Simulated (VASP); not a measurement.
Set up this calculation in VASP 6.6.1, as the native input.

* Task: single point
* Functional: PBE
* Potentials or basis: VASP PAW PBE potentials, release 64 (Hf_pv)
* Cutoff: 520 eV
* k mesh: 10 × 10 × 12
* Occupations: gaussian, width 0.05 eV
* Spin: no spin polarisation
* Dipole correction: no
* Further INCAR settings: ALGO = Fast; EDIFF = 1e-06; NBANDS = 22

The structure of Hf lies in POSCAR:

```
Hf
1.0
    4.9936386904      0.0000000000      0.0000000000
   -2.4968193452      4.3246179632      0.0000000000
    0.0000000000      0.0000000000      3.0986656368
Hf
3
Direct
    0.6666666667      0.3333333333      0.5000000000
    0.3333333333      0.6666666667      0.5000000000
    0.0000000000      0.0000000000      0.0000000000
```

These files were run (other wordings do the same):

INCAR

```
SYSTEM = Hf
PREC = Accurate
ENCUT = 520
EDIFF = 1E-6
ISMEAR = 0
SIGMA = 0.05
LREAL = .FALSE.
LASPH = .TRUE.
NELM = 80
ALGO = Fast
ISIF = 2
LWAVE = .FALSE.
LCHARG = .FALSE.
GGA = PE
NBANDS = 22
```

KPOINTS

```
regular mesh
0
G
  10 10 12
  0 0 0
```

Potentials or basis: VASP PAW PBE potentials, release 64 (Hf_pv).

Command:

```bash
$ cat potpaw_PBE.64/Hf_pv/POTCAR > POTCAR
$ mpirun -np 1 vasp_std > vasp.out
```

Results of the run:

```json
{
 "Pressure": "-0.5 GPa",
 "Band gap on the k mesh": "zero (band 15 reaches 5.11 eV, above the bottom of band 16 at 4.14 eV)"
}
```

Caveat: spin-orbit coupling is left out, which moves the levels of the heavy elements.

It took 86 s on 1 thread of Intel(R) Xeon(R) Platinum 8488C (Sapphire Rapids) (shared host), peak memory 0.26 GiB.
